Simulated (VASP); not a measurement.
# Si47C49 (a cell with a defect) in VASP: relaxation of the atoms with PBEsol, part 2 of 2

VASP 6.6.1.

### Step 2. Relaxation of the atoms, PBEsol

INCAR reads:

```
SYSTEM = Si47C49
ALGO     = Normal         ! electronic algorithm
EDIFF    = 1E-7           ! SCF threshold, eV
EDIFFG   = -0.03          ! ionic threshold
ENCUT    = 520            ! plane-wave cutoff, eV
GGA      = PS             ! functional
GGA_COMPAT= .FALSE.      
IBRION   = 2              ! ionic algorithm
ISIF     = 2              ! what is computed and relaxed
ISMEAR   = -1             ! smearing method
ISYM     = -1           
KPAR     = 1            
LASPH    = .TRUE.         ! aspherical terms in the spheres
LCHARG   = .FALSE.        ! write CHGCAR
LREAL    = Auto         
LWAVE    = .FALSE.        ! write WAVECAR
NELECT   = 386.0        
NELM     = 120            ! most SCF steps
NELMIN   = 4            
NSW      = 100            ! ionic steps
PREC     = Accurate       ! precision mode
SIGMA    = 0.05           ! smearing width, eV
```

KPOINTS reads:

```
explicit points
1
Reciprocal
  0.25000000   0.25000000   0.25000000 1
```

POSCAR reads:

```
Si47C49
1.0
    9.2342040000      0.0000000000      0.0000000000
    0.0000000000     10.6627400000      0.0000000000
    0.0000000000      0.0000000000     10.0759470000
Si C
47 49
Direct
    0.9979400000      0.0014560000      0.5005320000
    0.3316870000      0.0035530000      0.4992280000
    0.1672230000      0.2496450000      0.5002230000
    0.9989850000      0.5001830000      0.4992220000
    0.6657930000      0.9999290000      0.5029260000
    0.5014600000      0.2497290000      0.4968890000
    0.1664480000      0.7494080000      0.4972140000
    0.8322200000      0.2498430000      0.5013040000
    0.6680320000      0.5011570000      0.5003020000
    0.5015840000      0.7479200000      0.4970100000
    0.8311390000      0.7481650000      0.4990390000
    0.0016800000      0.1681590000      0.2475350000
    0.3319560000      0.1672880000      0.2480430000
    0.1649220000      0.4180020000      0.2488620000
    0.0021810000      0.6650470000      0.2475840000
    0.6648840000      0.1662550000      0.2449980000
    0.5005420000      0.4182310000      0.2492910000
    0.3286570000      0.6679610000      0.2493160000
    0.1681000000      0.9197070000      0.2504930000
    0.8338520000      0.4149990000      0.2493570000
    0.6674270000      0.6663950000      0.2474670000
    0.5003390000      0.9184350000      0.2481010000
    0.8353620000      0.9181350000      0.2536270000
    0.1683220000      0.0865560000      0.7492850000
    0.9989190000      0.3331430000      0.7501520000
    0.5006740000      0.0838620000      0.7502130000
    0.3312570000      0.3352580000      0.7497220000
    0.1673760000      0.5838230000      0.7524770000
    0.0005810000      0.8357860000      0.7495760000
    0.8334030000      0.0862400000      0.7525100000
    0.6718810000      0.3340020000      0.7515800000
    0.5021660000      0.5842850000      0.7483960000
    0.3366380000      0.8343240000      0.7478870000
    0.8338670000      0.5823520000      0.7490110000
    0.6661430000      0.8307470000      0.7492250000
    0.0003080000      0.0019130000      0.0007270000
    0.3330210000      0.9995510000      0.0017140000
    0.1677980000      0.2504100000      0.9988850000
    0.9983690000      0.5000550000      0.0001500000
    0.6665590000      0.0019420000      0.9963850000
    0.4987870000      0.2509760000      0.0011210000
    0.3309120000      0.5006560000      0.0024360000
    0.1684330000      0.7476830000      0.0011930000
    0.8368750000      0.2461340000      0.9978350000
    0.6670480000      0.4964780000      0.0002610000
    0.5038930000      0.7486020000      0.9999810000
    0.8320890000      0.7478000000      0.0011400000
    0.3346590000      0.5010360000      0.4996410000
    0.9968220000      0.0005350000      0.1878440000
    0.3320320000      0.0027950000      0.1916580000
    0.1655730000      0.2503030000      0.1882460000
    0.9986890000      0.4982330000      0.1881860000
    0.6701000000      0.9983350000      0.1867510000
    0.4994540000      0.2499190000      0.1865140000
    0.3327280000      0.4985300000      0.1872870000
    0.1655110000      0.7531400000      0.1873270000
    0.8277260000      0.2504850000      0.1868240000
    0.6685630000      0.5005940000      0.1892190000
    0.5000930000      0.7488550000      0.1892600000
    0.8326470000      0.7505930000      0.1828590000
    0.0005810000      0.9984410000      0.6906060000
    0.3324860000      0.9989920000      0.6859570000
    0.1679760000      0.2491060000      0.6839440000
    0.0007810000      0.5002190000      0.6840050000
    0.6643170000      0.9966910000      0.6879830000
    0.5026860000      0.2529910000      0.6878380000
    0.3384510000      0.4972600000      0.6891100000
    0.1630360000      0.7487640000      0.6880450000
    0.8347100000      0.2515570000      0.6879550000
    0.6668980000      0.4992020000      0.6891130000
    0.4962750000      0.7488480000      0.6910500000
    0.8316270000      0.7510370000      0.6880510000
    0.0029850000      0.1662480000      0.4374870000
    0.3329520000      0.1709310000      0.4401500000
    0.1689430000      0.4158100000      0.4392790000
    0.0026850000      0.6649280000      0.4408610000
    0.6675800000      0.1650550000      0.4404800000
    0.5016330000      0.4160260000      0.4404010000
    0.3317260000      0.6644090000      0.4373140000
    0.1666730000      0.9177540000      0.4361760000
    0.8288880000      0.4194270000      0.4355310000
    0.6705930000      0.6690590000      0.4389830000
    0.4978400000      0.9166640000      0.4387080000
    0.8307140000      0.9153470000      0.4399180000
    0.1680040000      0.0840640000      0.9350230000
    0.0012040000      0.3327300000      0.9326430000
    0.4974730000      0.0831330000      0.9357580000
    0.3324690000      0.3339310000      0.9359020000
    0.1670040000      0.5829340000      0.9401100000
    0.9997760000      0.8380230000      0.9376910000
    0.8354960000      0.0834240000      0.9367330000
    0.6664470000      0.3324390000      0.9384910000
    0.4997890000      0.5837730000      0.9386810000
    0.3322130000      0.8320330000      0.9375440000
    0.8378690000      0.5812420000      0.9375350000
    0.6683430000      0.8319200000      0.9418310000
```

Potentials or basis: VASP PAW PBE potentials, release 64 (Si, C).

The run is started by

```sh
$ cat potpaw_PBE.64/Si/POTCAR potpaw_PBE.64/C/POTCAR > POTCAR
$ mpirun -np 4 vasp_std > vasp.out
```

OUTCAR:

```text
SYSTEM = Si47C49
   EDIFF = 1E-7
   EDIFFG = -0.03
   ENCUT = 520
   GGA = PS
   IBRION = 2
   ISIF = 2
   ISMEAR = -1
   ISYM = -1
   LASPH = .TRUE.
   LREAL = Auto
   NELECT = 386.0
   NELM = 120
   NELMIN = 4
   NSW = 100
   PREC = Accurate

 ion  position               nearest neighbor table
   1  0.998  0.001  0.501-  73 1.87  84 1.90  80 1.91  61 1.92  23 3.04   8 3.06   5 3.07  29 3.07
                             3 3.07   2 3.08  30 3.09  19 3.09  24 3.10   7 3.11  12 3.11  11 3.11
   2  0.332  0.004  0.499-  74 1.88  62 1.88  80 1.89  83 1.89   3 3.03   6 3.06  19 3.06  24 3.07
                            13 3.07   1 3.08   5 3.09  33 3.09  26 3.09  22 3.11   7 3.11  10 3.15
   3  0.167  0.250  0.500-  74 1.85  63 1.85  73 1.87  75 1.88   2 3.03  24 3.05   1 3.07  27 3.07
                             6 3.09  13 3.09  25 3.09   4 3.09   8 3.09  12 3.09  14 3.10
   4  0.999  0.500  0.499-  76 1.85  64 1.86  81 1.90  75 1.91   9 3.06  11 3.06  34 3.07   7 3.07
                            14 3.08  20 3.08   8 3.08  15 3.09   3 3.09  25 3.09  28 3.12
   5  0.666  1.000  0.503-  65 1.86  77 1.87  84 1.88  83 1.90  26 3.06   6 3.07   1 3.07  35 3.07
                             8 3.08   2 3.09  23 3.09  10 3.09  11 3.09  30 3.09  22 3.11  16 3.15
   6  0.501  0.250  0.497-  74 1.86  78 1.86  77 1.87  66 1.92   8 3.05   2 3.06   5 3.07  17 3.07
                            13 3.08  16 3.08   3 3.09   9 3.09  26 3.11  27 3.13  31 3.14
   7  0.166  0.749  0.497-  76 1.85  79 1.87  80 1.90  68 1.92  18 3.04  15 3.07   4 3.07  19 3.08
                            10 3.09  11 3.10   1 3.11  29 3.11  33 3.11   2 3.11  28 3.12
   8  0.832  0.250  0.501-  77 1.87  69 1.88  73 1.92  81 1.93   6 3.05   1 3.06  31 3.06  25 3.07
                            30 3.07   5 3.08   9 3.08   4 3.08  20 3.09   3 3.09  12 3.12  16 3.14
   9  0.668  0.501  0.500-  81 1.84  78 1.88  82 1.89  70 1.90  11 3.03  10 3.05   4 3.06  34 3.06
[... 124 lines left out ...]
  95  0.838  0.581  0.938-  39 1.83  47 1.89  34 1.90  45 1.92
  96  0.668  0.832  0.942-  46 1.85  47 1.86  40 1.89  35 1.94

IMPORTANT INFORMATION: All symmetrisations will be switched off!
NOSYMM: (Re-)initialisation of all symmetry stuff for point group C_1.

----------------------------------------------------------------------------------------

                                     Primitive cell

  volume of cell :     992.0971

  direct lattice vectors                    reciprocal lattice vectors
     9.234204000  0.000000000  0.000000000     0.108293037  0.000000000  0.000000000
     0.000000000 10.662740000  0.000000000     0.000000000  0.093784524  0.000000000
     0.000000000  0.000000000 10.075947000     0.000000000  0.000000000  0.099246254

  length of vectors
     9.234204000 10.662740000 10.075947000     0.108293037  0.093784524  0.099246254

  position of ions in fractional coordinates (direct lattice)
     0.997940000  0.001456000  0.500532000
     0.331687000  0.003553000  0.499228000
     0.167223000  0.249645000  0.500223000
     0.998985000  0.500183000  0.499222000
     0.665793000  0.999929000  0.502926000
     0.501460000  0.249729000  0.496889000
[... 88 lines left out ...]
     0.837869000  0.581242000  0.937535000
     0.668343000  0.831920000  0.941831000

  ion indices of the primitive-cell ions
   primitive index   ion index
                 1           1
                 2           2
                 3           3
                 4           4
                 5           5
                 6           6
[... 88 lines left out ...]
                95          95
[... 42 lines left out ...]
   NELECT =     386.0000    total number of electrons
   NUPDOWN=      -1.0000    fix difference up-down
   EMIN   =  10.00;   EMAX   =-10.00  energy-range for DOS
   EFERMI =   0.00;   METHOD = LEGACY
   ISMEAR =    -1;   SIGMA  =   0.05  broadening in eV -4-tet -1-fermi 0-gaus
   EFERMI_NEDOS =   21; number of points for ismear=-14 and -15
   IALGO  =     38    algorithm
   IMIX   =      4    mixing-type and parameters
     AMIX     =   0.40;   BMIX     =  1.00
     AMIX_MAG =   1.60;   BMIX_MAG =  1.00
  volume/ion in A,a.u.               =      10.33        69.74
  Fermi-wavevector in a.u.,A,eV,Ry     =   1.195141  2.258489 19.434051  1.428362
  Thomas-Fermi vector in A             =   2.331114
   LORBIT       =      0    0 simple, 1 ext, 2 COOP (PROOUT), +10 PAW based schemes
   GGA     = PS    functional components
   LHFCALC =     F    Hartree Fock is set to
   AEXX    =    0.0000 exact exchange contribution
   IVDW    =     0    specifies the selected vdW correction
   LEPSILON=     F    determine dielectric tensor
   LRPA    =     F    only Hartree local field effects (RPA)
 conjugate gradient relaxation of ions
 non-spin polarized calculation
  energy-cutoff  :      520.00
  volume of cell :      992.10
 maximum number of plane-waves:     26706
 NGX is ok and might be reduce to    70
   NGX = 35   NGY = 39   NGZ = 37

--------------------------------------- Ionic step        1  -------------------------------------------

 number of electron     386.0000008 magnetization

 Free energy of the ion-electron system (eV)
  ---------------------------------------------------
  ext. energy  EPLUGINS =         0.00000000
  ---------------------------------------------------
  free energy    TOTEN  =      -741.10343231 eV

  energy without entropy =     -741.03107128  energy(sigma->0) =     -741.06725180

------------------------ aborting loop because EDIFF is reached ----------------------------------------

  FORCE on cell =-STRESS in cart. coord.  units (eV):
  Direction    XX          YY          ZZ          XY          YZ          ZX
  --------------------------------------------------------------------------------------
  -------------------------------------------------------------------------------------
  Total       15.6768091     29.1260075     14.6540194     11.1569453     -1.3151883      2.8315741
  in kB       25.3171079     47.0367581     23.6653638     18.0177985     -2.1239504      4.5728226
  external PRESSURE =      32.0064099 kB  Pullay stress =       0.0000000 kB
[... 371 lines left out ...]
  FREE ENERGIE OF THE ION-ELECTRON SYSTEM (eV)
  ---------------------------------------------------
  free  energy   TOTEN  =      -742.7805740048 eV

  energy  without entropy=     -742.6932221499  energy(sigma->0) =     -742.73689808

[... ionic steps 4 to 13 ...]

--------------------------------------- Ionic step       14  -------------------------------------------

 number of electron     386.0000019 magnetization

------------------------ aborting loop because EDIFF is reached ----------------------------------------
[... 255 lines left out ...]
--------------------------------------- Ionic step       16  -------------------------------------------

 number of electron     386.0000019 magnetization

 Free energy of the ion-electron system (eV)
  ---------------------------------------------------
  ext. energy  EPLUGINS =         0.00000000
  ---------------------------------------------------
  free energy    TOTEN  =      -743.66010780 eV

  energy without entropy =     -743.55715972  energy(sigma->0) =     -743.60863376

 E-fermi :  10.5676     XC(G=0): -11.5238

 val. band max:       10.4961007281   @ k =   0.2500   0.2500   0.2500
 cond. band min:      10.6425778661   @ k =   0.2500   0.2500   0.2500
 fundamental gap:      0.1464771381
 Fermi energy:        10.5676153988

 k-point     1 :       0.2500    0.2500    0.2500
  band No.  band energies     occupation
      1      -7.3928      2.00000
      2      -6.9293      2.00000
      3      -6.6545      2.00000
      4      -6.5498      2.00000
      5      -6.2473      2.00000
      6      -6.0418      2.00000
[... 197 lines left out ...]
    204      11.7521      0.00000
    205      11.7593      0.00000
 [bands above 205 left out]

------------------------ aborting loop because EDIFF is reached ----------------------------------------

  FORCE on cell =-STRESS in cart. coord.  units (eV):
  Direction    XX          YY          ZZ          XY          YZ          ZX
  --------------------------------------------------------------------------------------
  -------------------------------------------------------------------------------------
  Total        7.6862727     20.4918847      9.6210013     12.2593491     -0.8477528      3.5304857
  in kB       12.4128701     33.0931667     15.5373409     19.7981147     -1.3690701      5.7015229
  external PRESSURE =      20.3477926 kB  Pullay stress =       0.0000000 kB
[... 111 lines left out ...]
  FREE ENERGIE OF THE ION-ELECTRON SYSTEM (eV)
  ---------------------------------------------------
  free  energy   TOTEN  =      -743.6601077982 eV

  energy  without entropy=     -743.5571597198  energy(sigma->0) =     -743.60863376

 reached required accuracy - stopping structural energy minimisation
```

Wall time 20 min (4 MPI ranks of AMD EPYC 7R13 (Zen 3), shared host); peak memory 0.36 GiB.

What came out:

```
Free energy                  : -743.6601 eV
Energy gained by relaxing    : 26.6 meV/atom
Ionic steps                  : 16
Largest force after relaxing : 0.014 eV/Å
```

Forces in eV/Å, atoms in the order of the input:
```
Si   0.007 -0.006  0.006
Si   0.009  0.002 -0.001
Si   0.005 -0.001  0.001
Si  -0.002 -0.007 -0.002
Si   0.002 -0.005  0.006
Si   0.006 -0.002 -0.001
Si   0.006  0.002  0.005
Si   0.000 -0.004  0.001
Si   0.006 -0.003 -0.001
Si   0.006  0.004 -0.001
Si   0.000 -0.003  0.001
Si   0.001 -0.005  0.003
Si   0.004  0.002  0.003
Si  -0.004 -0.005 -0.002
Si  -0.002  0.009 -0.002
Si   0.003 -0.005  0.004
Si   0.004 -0.006 -0.005
Si   0.003  0.006 -0.006
Si  -0.006 -0.001  0.006
Si  -0.001 -0.007 -0.002
Si   0.003  0.002 -0.004
Si   0.012  0.001  0.002
Si   0.004  0.004  0.008
Si  -0.003  0.001 -0.002
Si   0.003  0.001 -0.001
Si   0.004  0.003 -0.004
Si  -0.002 -0.003 -0.002
Si  -0.002  0.004 -0.006
Si   0.004  0.004  0.003
Si  -0.001 -0.003  0.009
Si  -0.007 -0.005 -0.003
Si   0.000  0.005  0.000
Si   0.000 -0.003 -0.010
Si  -0.005  0.005 -0.009
Si  -0.003  0.005 -0.001
Si  -0.001 -0.004 -0.001
Si  -0.001 -0.001 -0.001
Si  -0.008 -0.002  0.004
Si  -0.011  0.003 -0.003
Si  -0.001  0.005  0.001
Si  -0.006 -0.006  0.005
Si  -0.002  0.001  0.004
Si  -0.013  0.006  0.001
Si  -0.004 -0.005 -0.004
Si  -0.004  0.004 -0.002
Si   0.002  0.001  0.002
Si   0.001  0.012  0.003
C    0.002  0.003 -0.005
C   -0.003 -0.003  0.004
C    0.002 -0.002  0.001
C   -0.005 -0.002 -0.002
C    0.003  0.001  0.003
C    0.006  0.000 -0.004
C    0.001  0.003 -0.002
C    0.001 -0.003 -0.002
C    0.001 -0.003 -0.001
C    0.000 -0.003 -0.003
C   -0.001 -0.002  0.004
C   -0.001  0.004  0.005
C    0.002  0.005  0.000
C   -0.004  0.003  0.004
C    0.000 -0.004 -0.005
C    0.000  0.002  0.005
C   -0.002  0.001 -0.004
C    0.001  0.002  0.006
C    0.000  0.002  0.003
C   -0.005 -0.003  0.000
C   -0.004 -0.007  0.000
C   -0.001 -0.001 -0.005
C    0.001  0.002 -0.003
C   -0.001 -0.003  0.000
C   -0.006  0.003  0.003
C    0.005 -0.002  0.000
C    0.002 -0.003 -0.003
C    0.001 -0.004 -0.010
C    0.004 -0.006 -0.004
C    0.006  0.001  0.003
C    0.009 -0.007 -0.008
C    0.003 -0.003 -0.009
C    0.011  0.001 -0.001
C    0.002  0.005  0.006
C    0.006 -0.005  0.002
C   -0.001 -0.003  0.004
C    0.006 -0.001  0.002
C   -0.002  0.005  0.003
C   -0.005 -0.004  0.000
C   -0.003 -0.001  0.009
C   -0.010 -0.003 -0.003
C   -0.004  0.010  0.001
C   -0.004  0.005  0.003
C   -0.002  0.010  0.006
C    0.004  0.000  0.002
C   -0.004  0.006 -0.007
C   -0.004 -0.004  0.003
C   -0.003  0.004  0.004
C   -0.009  0.006  0.000
```

Step by step:
```
step  energy change (eV)  largest force (eV/Å)  pressure (GPa)
   1              0.0000                2.7192            3.20
   2             -1.3405                1.8531            2.58
   3             -1.6771                1.8247            2.56
   4             -2.3195                0.7130            2.17
   5             -2.3725                0.5473            2.11
   6             -2.4990                0.4275            2.04
   7             -2.5111                0.3063            2.04
   8             -2.5439                0.1076            2.04
   9             -2.5440                0.1084            2.04
  10             -2.5521                0.0695            2.04
  11             -2.5521                0.0716            2.04
  12             -2.5552                0.0356            2.04
  13             -2.5552                0.0369            2.04
  14             -2.5562                0.0307            2.04
  15             -2.5562                0.0326            2.04
  16             -2.5567                0.0143            2.03
```

Final structure:
```
Si C
1.0
     9.23420    0.00000    0.00000
     0.00000   10.66274    0.00000
     0.00000    0.00000   10.07595
Si C
47 49
Direct
  0.00200 0.00001 0.49961
  0.33365 0.99869 0.49982
  0.17100 0.25399 0.49985
  0.00495 0.50082 0.50002
  0.66524 0.00051 0.49955
  0.49640 0.25408 0.50021
  0.16946 0.74465 0.50028
  0.83403 0.25044 0.49967
  0.66294 0.50098 0.50021
  0.49839 0.74484 0.50011
  0.83395 0.75079 0.50003
  0.00089 0.16816 0.24942
  0.33302 0.16698 0.24917
  0.16992 0.41831 0.25299
  0.99956 0.66702 0.24935
  0.66579 0.16826 0.24933
  0.49623 0.41901 0.25353
  0.33373 0.66334 0.25317
  0.16734 0.91538 0.24983
  0.83349 0.41680 0.24956
  0.66624 0.66682 0.24951
  0.49875 0.91546 0.24955
  0.83308 0.91737 0.24988
  0.16684 0.08376 0.75030
  0.00020 0.33360 0.75007
  0.49968 0.08390 0.75040
  0.33358 0.33591 0.74483
  0.16881 0.58239 0.74484
  0.00046 0.83358 0.75042
  0.83338 0.08343 0.74990
  0.66674 0.33377 0.75012
  0.49812 0.58223 0.74470
  0.33336 0.83333 0.75030
  0.83345 0.58340 0.75057
  0.66640 0.83343 0.75045
  0.00030 0.00017 0.00059
  0.33346 0.00038 0.00050
  0.16795 0.25112 0.00034
  0.00153 0.50024 0.00033
  0.66627 0.00007 0.00074
  0.49909 0.25095 0.00017
  0.33304 0.50014 0.99831
  0.16710 0.74847 0.00012
  0.83346 0.24998 0.00023
  0.66583 0.50025 0.00030
  0.49952 0.74869 0.00038
  0.83329 0.74961 0.00097
  0.33461 0.50000 0.50006
  0.00030 0.00042 0.18814
  0.33267 0.00014 0.18748
  0.16711 0.25216 0.18836
  0.00103 0.50018 0.18855
  0.66546 0.00075 0.18823
  0.49870 0.25219 0.18856
  0.33281 0.50039 0.18473
  0.16741 0.74859 0.18837
  0.83299 0.25030 0.18726
  0.66497 0.49981 0.18883
  0.49827 0.74870 0.18838
  0.83249 0.75083 0.18804
  0.00035 0.00021 0.68720
  0.33337 0.99999 0.68752
  0.16687 0.25014 0.68709
  0.99975 0.50010 0.68720
  0.66627 0.00025 0.68731
  0.50028 0.25018 0.68735
  0.33374 0.50012 0.66515
  0.16678 0.75017 0.68732
  0.83355 0.25022 0.68736
  0.66728 0.50015 0.68722
  0.50021 0.75024 0.68730
  0.83357 0.75035 0.68781
  0.00296 0.16886 0.43776
  0.33382 0.16533 0.43787
  0.18723 0.42627 0.44471
  0.00007 0.66683 0.43784
  0.66473 0.16955 0.43794
  0.48136 0.42645 0.44506
  0.33442 0.64606 0.44504
  0.16869 0.91284 0.43809
  0.83421 0.41714 0.43793
  0.66801 0.66700 0.43803
  0.49907 0.91343 0.43777
  0.83357 0.91814 0.43815
  0.16679 0.08376 0.93830
  0.00014 0.33336 0.93801
  0.49994 0.08387 0.93829
  0.33360 0.33511 0.93428
  0.16796 0.58259 0.93410
  0.00034 0.83321 0.93851
  0.83335 0.08307 0.93797
  0.66666 0.33341 0.93801
  0.49873 0.58222 0.93440
  0.33322 0.83329 0.93821
  0.83356 0.58291 0.93869
  0.66625 0.83319 0.93859
```

Caveat: the cell carries a net charge on a neutralising background, which shifts energy and pressure; the cell is charged against a uniform background, so pressure and absolute levels hang on convention; the PAW data sets were made with another functional, which shifts forces and pressure a little.
